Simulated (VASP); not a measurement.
Input of a VASP 6.6.1 run:

The input INCAR:

```
ALGO     = Normal         # electronic algorithm
EDIFF    = 1E-6           # SCF threshold, eV
ENCUT    = 520            # plane-wave cutoff, eV
GGA      = PE             # functional
ISIF     = 2              # what is computed and relaxed
ISMEAR   = -1             # smearing method
LASPH    = True           # aspherical terms in the spheres
LCHARG   = False          # write CHGCAR
LREAL    = False          # projectors in reciprocal space
LWAVE    = False          # write WAVECAR
NBANDS   = 33             # bands
NELM     = 60             # most SCF steps
PREC     = Accurate       # precision mode
SIGMA    = 0.05           # smearing width, eV
```

File KPOINTS:

```
k-points
0
Gamma
  12 12 1
```

POSCAR

```
Pd
1.0
    2.7888697457      0.0000000000      0.0000000000
    0.0000000000      2.7888697457      0.0000000000
    0.0000000000      0.0000000000     23.8881000000
Pd
5
Direct
    0.0000000000      0.0000000000      0.3368137274
    0.5000000000      0.5000000000      0.4180431711
    0.0000000000      0.0000000000      0.5000000001
    0.5000000000      0.5000000000      0.5819568293
    0.0000000000      0.0000000000      0.6631862723
```

Potentials or basis: VASP PAW PBE potentials, release 64 (Pd).

Command:

```bash
$ cat potpaw_PBE.64/Pd/POTCAR > POTCAR
$ mpirun -np 1 vasp_std > vasp.out
```

Q: Estimate the largest force.

A: 0.012 eV/Å.

Q: Estimate the band gap on the k mesh.

A: Zero (bands 25 and 26 overlap by 0.96 eV).

Forces on the atoms (eV/Å):
```
Pd   0.000  0.000  0.012
Pd   0.000  0.000  0.000
Pd   0.000  0.000  0.000
Pd   0.000  0.000  0.000
Pd   0.000  0.000 -0.012
```

Caveat: there is no dipole correction, which matters where the two faces differ.
